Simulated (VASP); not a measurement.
## CaH16Cl2O8: single point with PBE+D3(BJ)

CaH16Cl2O8:

```
O H Ca Cl
1.0
     6.95619    0.00000    0.00000
     0.00000    6.95619    0.00000
     0.00000    0.00000    6.95619
O H Ca Cl
8 16 1 2
Direct
  0.96619 0.77302 0.22081
  0.44368 0.81070 0.41067
  0.27938 0.36615 0.78889
  0.38962 0.68903 0.95845
  0.18928 0.84135 0.72090
  0.21789 0.47365 0.29865
  0.96094 0.11171 0.50173
  0.91841 0.29614 0.08178
  0.97080 0.73671 0.07898
  0.07343 0.68657 0.25885
  0.34438 0.75748 0.48862
  0.42681 0.78393 0.28149
  0.36866 0.25294 0.78383
  0.14402 0.33878 0.84194
  0.50587 0.67919 0.86656
  0.35249 0.54843 0.98282
  0.09195 0.73825 0.70740
  0.24900 0.78701 0.85205
  0.28586 0.37171 0.36510
  0.11775 0.40903 0.22905
  0.91970 0.24879 0.51982
  0.06578 0.07534 0.60474
  0.79693 0.36041 0.03943
  0.90494 0.25179 0.21104
  0.75733 0.88349 0.44777
  0.60832 0.28248 0.36550
  0.78544 0.68060 0.76414
```

| Item | Value |
| --- | --- |
| Program | VASP 6.6.1 |
| Task | single point |
| Functional | PBE |
| Dispersion | D3(BJ) |
| Potentials or basis | VASP PAW PBE potentials, release 64 (O, H, Ca_sv, Cl) |
| Cutoff | 520 eV |
| k mesh | 1 × 1 × 1 |
| Occupations | fermi-dirac, width 0.05 eV |
| Spin | no spin polarisation |

| Quantity | Value |
| --- | --- |
| Pressure | -0.2 GPa |
| Largest force | 3.354 eV/Å |
| Dispersion energy per atom | -0.049 eV |

Forces on the atoms (eV/Å):
```
O    0.963 -1.186 -2.032
O    1.571  1.219  1.666
O   -0.958 -0.749  0.421
O    1.274 -1.537  0.903
O   -0.620 -0.402  0.258
O   -0.210  0.888  0.107
O    2.320  1.135  2.139
O    0.378  0.980 -2.284
H   -0.888  0.910  1.184
H   -0.057  0.121  0.753
H   -0.996 -0.340  0.864
H   -0.907 -0.919 -2.814
H   -1.516  0.745  0.233
H    2.212 -0.469 -0.471
H   -1.042  0.077  1.011
H    0.484  1.477 -0.537
H   -0.016  0.619 -0.205
H    0.332  0.633 -1.360
H    0.793 -0.097  0.303
H   -0.733 -0.488 -0.768
H    0.089 -1.055  0.027
H   -1.274  0.315 -1.423
H    0.939 -0.638  0.942
H   -1.035 -0.373  0.772
Ca  -0.903 -0.047 -0.231
Cl  -0.117 -0.451  0.369
Cl  -0.085 -0.369  0.174
```

Stress tensor (GPa, compression positive):
```
 0.37  2.22  0.92
 2.22 -1.15  0.46
 0.92  0.46  0.30
```

Levels at points of the mesh, in eV from the Fermi level:
| k point | band 41 | band 42 | band 43 | band 44 | band 45 | band 46 | band 47 | band 48 |
| --- | --- | --- | --- | --- | --- | --- | --- | --- |
| (0.00, 0.00, 0.00) | -1.82 | -1.47 | -1.33 | -1.24 | 2.45 | 4.53 | 4.71 | 4.99 |

Run time: 93 s on 1 thread of Intel Xeon 8259CL, with other jobs on the host, peak memory 0.4 GiB.

Caveat: the k points lie up to 0.90 Å⁻¹ apart; the atoms stand as in a frame of molecular dynamics.
